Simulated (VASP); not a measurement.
# Ni (P6_3/mmc) in VASP: settings compared

The runs below take Ni through single point, relaxation of cell and atoms, with PBE, PBEsol+D4.

All numbers are computed with VASP 6.6.1; they aren't measurements. Logs are shortened: lines on timing, memory, paths and dates and some standing lists are left out, and cuts for length are marked.

### 1 The cell of the first run

It takes space group P6_3/mmc (No. 194, hexagonal). The conventional cell has a = 2.448 Å, b = 2.448 Å, c = 4.073 Å, α = 90.00°, β = 90.00°, γ = 120.00°. Within 3.2 Å of Ni (site symmetry -6m2) lie 12 Ni at 2.45 to 2.48 Å.

This isn't the form of Ni at room conditions, which is fcc.

### 2 Single point, PBE, collinear spin, ferromagnetic start

File INCAR:

```
PREC = Accurate
ENCUT = 690
EDIFF = 1E-6
ISMEAR = 0
SIGMA = 0.022
LREAL = F
LASPH = T
NELM = 200
ALGO = Normal
ISIF = 2
LWAVE = F
LCHARG = F
ISPIN = 2
MAGMOM = 1 1
LORBIT = 11
LMAXMIX = 4
GGA = PE
NBANDS = 29
GGA_COMPAT = F
```

File KPOINTS:

```
Automatic mesh
0
Gamma
  12 12 7
```

File POSCAR:

```
Ni
1.0
    2.4480228978      0.0000000000      0.0000000000
   -1.2240114489      2.1200500186      0.0000000000
    0.0000000000      0.0000000000      4.0728075700
Ni
2
Direct
    0.6666666667      0.3333333333      0.7500000000
    0.3333333333      0.6666666667      0.2500000000
```

Potentials or basis: VASP PAW PBE potentials, release 64 (Ni_sv_GW).

Launch:

```bash
$ cat potpaw_PBE.64/Ni_sv_GW/POTCAR > POTCAR
$ mpirun -np 1 vasp_std > vasp.out
```

OUTCAR:

```text
PREC = Accurate
   ENCUT = 690
   EDIFF = 1E-6
   ISMEAR = 0
   LREAL = F
   LASPH = T
   NELM = 200
   ISIF = 2
   ISPIN = 2
   LORBIT = 11
   GGA = PE

 ion  position               nearest neighbor table
   1  0.667  0.333  0.750-   2 2.48   2 2.48   2 2.48   2 2.48   2 2.48   2 2.48
   2  0.333  0.667  0.250-   1 2.48   1 2.48   1 2.48   1 2.48   1 2.48   1 2.48

  LATTYP: Found a hexagonal cell.
 ALAT       =     2.4480228978
 C/A-ratio  =     1.6637130207

  Lattice vectors:

 A1 = (   2.4480228978,   0.0000000000,   0.0000000000)
 A2 = (  -1.2240114489,   2.1200500186,   0.0000000000)
 A3 = (   0.0000000000,   0.0000000000,   4.0728075700)

Analysis of symmetry for initial positions (statically):
=====================================================================
 Subroutine PRICEL returns:
 Original cell was already a primitive cell.

 Routine SETGRP: Setting up the symmetry group for a
 hexagonal supercell.

 Subroutine GETGRP returns: Found 24 space group operations
 (whereof 12 operations were pure point group operations)
 out of a pool of 24 trial point group operations.

The static configuration has the point symmetry D_3d.
 The point group associated with its full space group is D_6h.

Analysis of symmetry for dynamics (positions and initial velocities):
=====================================================================
 Subroutine PRICEL returns:
 Original cell was already a primitive cell.

 Routine SETGRP: Setting up the symmetry group for a
 hexagonal supercell.

 Subroutine GETGRP returns: Found 24 space group operations
 (whereof 12 operations were pure point group operations)
 out of a pool of 24 trial point group operations.

The dynamic configuration has the point symmetry D_3d.
 The point group associated with its full space group is D_6h.

Analysis of structural, dynamic, and magnetic symmetry:
=====================================================================
 Subroutine PRICEL returns:
 Original cell was already a primitive cell.

 Routine SETGRP: Setting up the symmetry group for a
 hexagonal supercell.

 Subroutine GETGRP returns: Found 24 space group operations
 (whereof 12 operations were pure point group operations)
 out of a pool of 24 trial point group operations.

The overall configuration has the point symmetry D_3d.
 The point group associated with its full space group is D_6h.

 Subroutine INISYM returns: Found 24 space group operations
 (whereof 12 operations are pure point group operations),
 and found     1 'primitive' translations

----------------------------------------------------------------------------------------

                                     Primitive cell

  volume of cell :      21.1376

  direct lattice vectors                    reciprocal lattice vectors
     2.448022898  0.000000000  0.000000000     0.408492911  0.235843492  0.000000000
    -1.224011449  2.120050019  0.000000000     0.000000000  0.471686984  0.000000000
     0.000000000  0.000000000  4.072807570     0.000000000  0.000000000  0.245530873

  length of vectors
     2.448022898  2.448022898  4.072807570     0.471686984  0.471686984  0.245530873

  position of ions in fractional coordinates (direct lattice)
     0.666666667  0.333333333  0.750000000
     0.333333333  0.666666667  0.250000000

  ion indices of the primitive-cell ions
   primitive index   ion index
                 1           1
                 2           2

----------------------------------------------------------------------------------------

 KPOINTS: Automatic mesh

Automatic generation of k-mesh.
 Grid dimensions read from file:
 generate k-points for:   12   12    7

 Generating k-lattice:

  Cartesian coordinates                     Fractional coordinates (reciprocal lattice)
     0.034041076  0.019653624  0.000000000     0.083333333 -0.000000000  0.000000000
     0.000000000  0.039307249  0.000000000     0.000000000  0.083333333  0.000000000
     0.000000000  0.000000000  0.035075839     0.000000000  0.000000000  0.142857143

  Length of vectors
     0.039307249  0.039307249  0.035075839

  Shift w.r.t. Gamma in fractional coordinates (k-lattice)
     0.000000000  0.000000000  0.000000000

 Subroutine IBZKPT returns following result:
 ===========================================

 Found     76 irreducible k-points:

 Following reciprocal coordinates:
            Coordinates               Weight
  0.000000  0.000000  0.000000      1.000000
  0.083333  0.000000  0.000000      6.000000
  0.166667 -0.000000  0.000000      6.000000
  0.250000 -0.000000  0.000000      6.000000
  0.333333  0.000000  0.000000      6.000000
  0.416667 -0.000000  0.000000      6.000000
[... 16 lines left out ...]
  0.250000 -0.000000  0.142857     12.000000
  0.333333  0.000000  0.142857     12.000000
 [... further k-points ...]
   k-points           NKPTS =     76   k-points in BZ     NKDIM =     76   number of bands    NBANDS=     29
   number of dos      NEDOS =    301   number of ions     NIONS =      2
   total plane-waves  NPLWV =  20736
   dimension x,y,z NGX =    24 NGY =   24 NGZ =   36
   dimension x,y,z NGXF=    48 NGYF=   48 NGZF=   72
   ions per type =               2
   NGX,Y,Z   is equivalent  to a cutoff of  16.30, 16.30, 14.69 a.u.
   NGXF,Y,Z  is equivalent  to a cutoff of  32.60, 32.60, 29.39 a.u.
 SYSTEM =  unknown system
   PREC   = accura    normal or accurate (medium, high low for compatibility)
   ISTART =      0    job   : 0-new  1-cont  2-samecut
   ICHARG =      2    charge: 1-file 2-atom 10-const
   ISPIN  =      2    spin polarized calculation?
   LNONCOLLINEAR =      F non collinear calculations
   LSORBIT =      F    spin-orbit coupling
   LASPH  =      T    aspherical Exc in radial PAW
   ENCUT  =  690.0 eV  50.71 Ry    7.12 a.u.   5.24  5.24  8.72*2*pi/ulx,y,z
   NELM   =    200;   NELMIN=  2; NELMDL= -5     # of ELM steps
   EDIFF  = 0.1E-05   stopping-criterion for ELM
   LREAL  =      F    real-space projection
[... 7 lines left out ...]
   TEBEG  =    0.0;   TEEND  =   0.0 temperature during run
   PSTRESS=    0.0 pullay stress
   NELECT =      36.0000    total number of electrons
   NUPDOWN=      -1.0000    fix difference up-down
   EMIN   =  10.00;   EMAX   =-10.00  energy-range for DOS
   EFERMI =   0.00;   METHOD = LEGACY
   ISMEAR =     0;   SIGMA  =   0.02  broadening in eV -4-tet -1-fermi 0-gaus
   EFERMI_NEDOS =   21; number of points for ismear=-14 and -15
   IALGO  =     38    algorithm
   IMIX   =      4    mixing-type and parameters
     AMIX     =   0.40;   BMIX     =  1.00
     AMIX_MAG =   1.60;   BMIX_MAG =  1.00
  volume/ion in A,a.u.               =      10.57        71.32
  Fermi-wavevector in a.u.,A,eV,Ry     =   1.955047  3.694503 52.004300  3.822208
  Thomas-Fermi vector in A             =   2.981484
   LORBIT       =     11    0 simple, 1 ext, 2 COOP (PROOUT), +10 PAW based schemes
   GGA     = PE    functional components
   LHFCALC =     F    Hartree Fock is set to
   AEXX    =    0.0000 exact exchange contribution
   IVDW    =     0    specifies the selected vdW correction
   LEPSILON=     F    determine dielectric tensor
   LRPA    =     F    only Hartree local field effects (RPA)
 spin polarized calculation
 Gauss-broadening in eV      SIGMA  =   0.02
  energy-cutoff  :      690.00
  volume of cell :       21.14
 maximum number of plane-waves:       881
 NGX is ok and might be reduce to    24
   NGX = 11   NGY = 11   NGZ = 17

 number of electron      36.0000008 magnetization       1.3384375

 Free energy of the ion-electron system (eV)
  ---------------------------------------------------
  ext. energy  EPLUGINS =         0.00000000
  ---------------------------------------------------
  free energy    TOTEN  =       -12.77082948 eV

  energy without entropy =      -12.76976543  energy(sigma->0) =      -12.77029745

 E-fermi :   8.2708     XC(G=0): -14.0630

 val. band max:        8.2662687757   @ k =   0.3333   0.0833   0.4286
 cond. band min:       8.2709511159   @ k =   0.3333   0.3333   0.2857
 fundamental gap:      0.0046823402
 Fermi energy:         8.2708315721

 spin component 1

 k-point     1 :       0.0000    0.0000    0.0000
  band No.  band energies     occupation
      1     -95.5158      1.00000
      2     -95.4806      1.00000
      3     -55.9621      1.00000
      4     -55.8012      1.00000
      5     -55.8012      1.00000
      6     -55.7699      1.00000
[... 21 lines left out ...]
     28      34.6956      0.00000
     29      38.3938      0.00000

 k-point     2 :       0.0833    0.0000    0.0000
  band No.  band energies     occupation
      1     -95.5133      1.00000
      2     -95.4790      1.00000
      3     -55.9568      1.00000
      4     -55.8142      1.00000
      5     -55.8051      1.00000
      6     -55.7833      1.00000
[... 696 lines left out ...]
 k-point    24 :       0.3333    0.0000    0.1429
  band No.  band energies     occupation
      1     -95.4866      1.00000
      2     -95.4684      1.00000
      3     -55.9550      1.00000
      4     -55.9237      1.00000
      5     -55.8790      1.00000
      6     -55.8431      1.00000
[... 21 lines left out ...]
     28      33.1294      0.00000
     29      36.1924      0.00000

 [... further k-points ...]

 spin component 2

 k-point     1 :       0.0000    0.0000    0.0000
  band No.  band energies     occupation
      1     -94.6296      1.00000
      2     -94.5933      1.00000
      3     -55.1233      1.00000
      4     -54.9265      1.00000
      5     -54.9265      1.00000
      6     -54.8940      1.00000
[... 21 lines left out ...]
     28      34.8066      0.00000
     29      38.5229      0.00000

 k-point     2 :       0.0833    0.0000    0.0000
  band No.  band energies     occupation
      1     -94.6270      1.00000
      2     -94.5916      1.00000
      3     -55.1177      1.00000
      4     -54.9399      1.00000
      5     -54.9306      1.00000
      6     -54.9080      1.00000
[... 696 lines left out ...]
 k-point    24 :       0.3333    0.0000    0.1429
  band No.  band energies     occupation
      1     -94.5995      1.00000
      2     -94.5807      1.00000
      3     -55.0904      1.00000
      4     -55.0555      1.00000
      5     -55.0316      1.00000
      6     -54.9698      1.00000
[... 21 lines left out ...]
     28      33.2334      0.00000
     29      36.2614      0.00000

 [... further k-points ...]
[... 5 lines left out ...]
  --------------------------------------------------------------------------------------
  -------------------------------------------------------------------------------------
  Total        0.9663525      0.9663525      0.4735298      0.0000000     -0.0000000      0.0000000
  in kB       73.2471401     73.2471401     35.8923975      0.0000000     -0.0000000      0.0000000
  external PRESSURE =      60.7955592 kB  Pullay stress =       0.0000000 kB

 VOLUME and BASIS-vectors are now :
 -----------------------------------------------------------------------------
  energy-cutoff  :      690.00
  volume of cell :       21.14
      direct lattice vectors                 reciprocal lattice vectors
     2.448022898  0.000000000  0.000000000     0.408492911  0.235843492  0.000000000
    -1.224011449  2.120050019  0.000000000     0.000000000  0.471686984  0.000000000
     0.000000000  0.000000000  4.072807570     0.000000000  0.000000000  0.245530873

 POSITION                                       TOTAL-FORCE (eV/Angst)
 -----------------------------------------------------------------------------------
      1.22401      0.70668      3.05461        -0.000000      0.000000      0.000000
     -0.00000      1.41337      1.01820         0.000000     -0.000000      0.000000
 -----------------------------------------------------------------------------------
    total drift:                                0.000000     -0.000000      0.000000

  FREE ENERGIE OF THE ION-ELECTRON SYSTEM (eV)
  ---------------------------------------------------
  free  energy   TOTEN  =       -12.7708294788 eV

  energy  without entropy=      -12.7697654251  energy(sigma->0) =      -12.77029745

 total charge

# of ion       s       p       d       f       tot
--------------------------------------------------
    1        2.246   6.309   7.812   0.005  16.373
    2        2.246   6.309   7.812   0.005  16.373
--------------------------------------------------
tot          4.491  12.619  15.624   0.011  32.745

 magnetization (x)

# of ion       s       p       d       f       tot
--------------------------------------------------
    1       -0.000  -0.016   0.724  -0.000   0.708
    2       -0.000  -0.016   0.724  -0.000   0.708
--------------------------------------------------
tot         -0.000  -0.032   1.449  -0.000   1.417
```

It took 87 s on 1 thread of Intel Xeon Platinum 8488C (Sapphire Rapids), shared host; peak memory 0.25 GiB.

Results:

```yaml
Free_energy: -12.7708 eV
Pressure: 6.1 GPa
Net_moment: 1.34 μB per cell
Site_moments: Ni +0.71 μB
Valence_electrons_inside_the_program's_atomic_spheres: Ni 16.37
```

Stress tensor (GPa, compression positive):
```
7.32 0.00 0.00
0.00 7.32 0.00
0.00 0.00 3.59
```

Caveat: the cell stands under pressure.

### 3 Single point, PBEsol+D4, collinear spin, ferromagnetic start

This run uses another cell than the first one, of 10.25 Å³/atom.

File INCAR:

```
SYSTEM = Ni
ALGO = Normal
EDIFF = 1E-6
ENCUT = 520
GGA = PS
ISIF = 2
ISMEAR = -1
ISPIN = 2
IVDW = 13
LASPH = .TRUE.
LCHARG = .FALSE.
LMAXMIX = 4
LORBIT = 11
LREAL = .FALSE.
LWAVE = .FALSE.
MAGMOM = 1 1
NBANDS = 21
NELM = 150
PREC = Accurate
SIGMA = 0.05
```

File KPOINTS:

```
k-points
0
G
  12 12 7
  0 0 0
```

File POSCAR:

```
Ni
1.0
    2.4362924290      0.0000000000      0.0000000000
   -1.2181462145      2.1098911345      0.0000000000
    0.0000000000      0.0000000000      3.9886350095
Ni
2
Direct
    0.6666666667      0.3333333333      0.7500000000
    0.3333333333      0.6666666667      0.2500000000
```

Potentials or basis: VASP PAW PBE potentials, release 64 (Ni).

Launch:

```bash
$ cat potpaw_PBE.64/Ni/POTCAR > POTCAR
$ mpirun -np 1 vasp_std > vasp.out
```

OUTCAR:

```text
SYSTEM = Ni
   EDIFF = 1E-6
   ENCUT = 520
   GGA = PS
   ISIF = 2
   ISMEAR = -1
   ISPIN = 2
   IVDW = 13
   LASPH = .TRUE.
   LORBIT = 11
   LREAL = .FALSE.
   NELM = 150
   PREC = Accurate

 ion  position               nearest neighbor table
   1  0.667  0.333  0.750-   2 2.44   2 2.44   2 2.44   2 2.44   2 2.44   2 2.44
   2  0.333  0.667  0.250-   1 2.44   1 2.44   1 2.44   1 2.44   1 2.44   1 2.44

  LATTYP: Found a hexagonal cell.
 ALAT       =     2.4362924290
 C/A-ratio  =     1.6371741594

  Lattice vectors:

 A1 = (   2.4362924290,   0.0000000000,   0.0000000000)
 A2 = (  -1.2181462145,   2.1098911345,   0.0000000000)
 A3 = (   0.0000000000,   0.0000000000,   3.9886350095)

Analysis of symmetry for initial positions (statically):
=====================================================================
 Subroutine PRICEL returns:
 Original cell was already a primitive cell.

 Routine SETGRP: Setting up the symmetry group for a
 hexagonal supercell.

 Subroutine GETGRP returns: Found 24 space group operations
 (whereof 12 operations were pure point group operations)
 out of a pool of 24 trial point group operations.

[... 1342 lines left out ...]

 [... further k-points ...]

------------------------ aborting loop because EDIFF is reached ----------------------------------------

  DFT-D4 for vdW energy calculation

  Edisp (eV):   -0.55277

  FORCE on cell =-STRESS in cart. coord.  units (eV):
  Direction    XX          YY          ZZ          XY          YZ          ZX
  --------------------------------------------------------------------------------------
  -------------------------------------------------------------------------------------
  Total      -0.02741    -0.02741    -0.02194     0.00000     0.00000     0.00000
  in kB      -2.14229    -2.14229    -1.71463     0.00000     0.00000     0.00000
  external pressure =       -2.00 kB  Pullay stress =        0.00 kB

 VOLUME and BASIS-vectors are now :
 -----------------------------------------------------------------------------
  energy-cutoff  :      520.00
  volume of cell :       20.50
      direct lattice vectors                 reciprocal lattice vectors
     2.436292429  0.000000000  0.000000000     0.410459758  0.236979052  0.000000000
    -1.218146214  2.109891135  0.000000000     0.000000000  0.473958103  0.000000000
     0.000000000  0.000000000  3.988635009     0.000000000  0.000000000  0.250712336

 POSITION                                       TOTAL-FORCE (eV/Angst)
 -----------------------------------------------------------------------------------
      1.21815      0.70330      2.99148        -0.000000     -0.000000      0.000000
     -0.00000      1.40659      0.99716         0.000000      0.000000     -0.000000
 -----------------------------------------------------------------------------------
    total drift:                               -0.000000      0.000000     -0.000000

  FREE ENERGIE OF THE ION-ELECTRON SYSTEM (eV)
  ---------------------------------------------------
  free  energy   TOTEN  =       -12.7807961718 eV

  energy  without entropy=      -12.7459282887  energy(sigma->0) =      -12.76336223

 total charge

# of ion       s       p       d       tot
------------------------------------------
    1        0.526   0.558   8.343   9.427
    2        0.526   0.558   8.343   9.427
--------------------------------------------------
tot          1.052   1.117  16.686  18.854

 magnetization (x)

# of ion       s       p       d       tot
------------------------------------------
    1       -0.005  -0.024   0.660   0.631
    2       -0.005  -0.024   0.660   0.631
--------------------------------------------------
tot         -0.009  -0.048   1.319   1.262
```

Run time: 66 s. Hardware: 1 thread of Intel Xeon Platinum 8259CL at 2.50GHz (Skylake/Cascade Lake), shared host; peak memory 0.16 GiB.

Results:

```yaml
Free_energy: -12.7808 eV
Pressure: -0.2 GPa
Net_moment: 1.25 μB per cell
Site_moments: Ni +0.63 μB
Valence_electrons_inside_the_program's_atomic_spheres: Ni 9.43
Dispersion_energy_per_atom: -0.276 eV
```

Caveat: the PAW data sets were made with another functional, which shifts forces and pressure a little.

(Part 1 of 2 ends here.)
